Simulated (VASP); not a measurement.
Set up this calculation in VASP 6.6.1, as the native input.

- Task: single point
- Functional: LDA
- Potentials or basis: VASP PAW LDA potentials, release 64 (Mg, B)
- Cutoff: 520 eV
- k mesh: 10 × 10 × 8
- Occupations: fermi-dirac, width 0.05 eV
- Spin: no spin polarisation
- Dipole correction: no
- Further INCAR settings: ALGO = Normal; EDIFF = 1e-06; NBANDS = 11

The structure of MgB2 lies in POSCAR:

```
MgB2
1.0
    3.0642946782      0.0000000000      0.0000000000
   -1.5321473391      2.6537570360      0.0000000000
    0.0000000000      0.0000000000      3.4993549923
Mg B
1 2
Direct
    0.0000000000      0.0000000000      0.0000000000
    0.6666666667      0.3333333333      0.5000000000
    0.3333333333      0.6666666667      0.5000000000
```

This cell differs from its parent crystal: volume scaled by 0.98.

These files were run (other wordings do the same):

INCAR

```
SYSTEM = MgB2
ALGO = Normal
EDIFF = 1E-6
ENCUT = 520
GGA = CA
ISIF = 2
ISMEAR = -1
LASPH = .TRUE.
LCHARG = .FALSE.
LREAL = .FALSE.
LWAVE = .FALSE.
NBANDS = 11
NELM = 80
PREC = Accurate
SIGMA = 0.05
```

KPOINTS

```
k-points
0
G
  10 10 8
  0 0 0
```

Potentials or basis: VASP PAW LDA potentials, release 64 (Mg, B).

Run with:

```bash
$ cat potpaw_LDA.64/Mg/POTCAR potpaw_LDA.64/B/POTCAR > POTCAR
$ mpirun -np 1 vasp_std > vasp.out
```

It gave:

```
Pressure               : -5.2 GPa
Band gap on the k mesh : zero (band 4 reaches 6.49 eV, above the bottom of band 5 at 4.01 eV)
```

Wall time 10 s on 1 thread of AMD EPYC 7R13, on a shared host, peak memory 0.15 GiB.
